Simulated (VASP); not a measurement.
A run of VASP 6.6.1 is set up as follows.

INCAR

```
SYSTEM = Sn
ALGO = Normal ; EDIFF = 1E-6
ENCUT = 520 ; GGA = PS
ISIF = 2 ; ISMEAR = 1
LASPH = .TRUE. ; LCHARG = .FALSE.
LREAL = .FALSE. ; LWAVE = .FALSE.
NBANDS = 13 ; NELM = 60
PREC = Accurate ; SIGMA = 0.1
```

Contents of KPOINTS:

```
k-points
0
G
  12 12 12
  0 0 0
```

Contents of POSCAR:

```
Sn
1.0
   -1.8662486166      1.8662486166      1.8662486166
    1.8662486166     -1.8662486166      1.8662486166
    1.8662486166      1.8662486166     -1.8662486166
Sn
1
Direct
    0.0000000000      0.0000000000      0.0000000000
```

Potentials or basis: VASP PAW PBE potentials, release 64 (Sn_d).

Run with:

```sh
$ cat potpaw_PBE.64/Sn_d/POTCAR > POTCAR
$ mpirun -np 1 vasp_std > vasp.out
```

Question: What does it give for the band gap on the k mesh?

Answer: Zero (band 7 reaches 16.84 eV, above the bottom of band 8 at 5.86 eV).

Question: What does it give for the pressure?

Answer: 0.0 GPa.

Caveat: the PAW data sets were made with another functional, which shifts forces and pressure a little; spin-orbit coupling is left out, which moves the levels of the heavy elements.
